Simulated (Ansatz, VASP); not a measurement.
## Two plane-wave programs on Al3GaIr

```xyz
5
Lattice="4.7763 0.0000 0.0000 0.0000 4.7763 0.0000 0.0000 0.0000 4.8032" Properties=species:S:1:pos:R:3 pbc="T T T"
Al    2.3881    2.3881    2.4016
Al    2.3881    0.0000    0.0000
Al    0.0000    2.3881    0.0000
Ga    0.0000    0.0000    2.4016
Ir    0.0000    0.0000    0.0000
```

Alike in both runs: functional PBE; k mesh 8 × 8 × 8; occupations gaussian, width 0.1 eV; no spin polarisation.

Ansatz relaxed the structure, and its values are those at the end. VASP's run is a single point on that final structure, the one shown.

```csv
,VASP,Ansatz
version,VASP 6.6.1,Ansatz 0.2.0
potentials or method,"VASP PAW PBE potentials, release 64 (Al, Ga_d, Ir), cutoff 520 eV","scalar-relativistic, plane waves, PAW"
valence electrons in the cell,31,39
```

```tsv
	VASP	Ansatz	Ansatz less VASP
gap on the k mesh at the Fermi level (eV)	none	none	-
pressure (GPa)	0.0	0.0	-0.02
```

A gap of «none» marks a metal or a gap that the smearing closes. VASP's potentials hold 31 valence electrons a cell and Ansatz's 39, so a difference there can come from the potentials and not from the codes.

Spin-orbit coupling is off throughout.
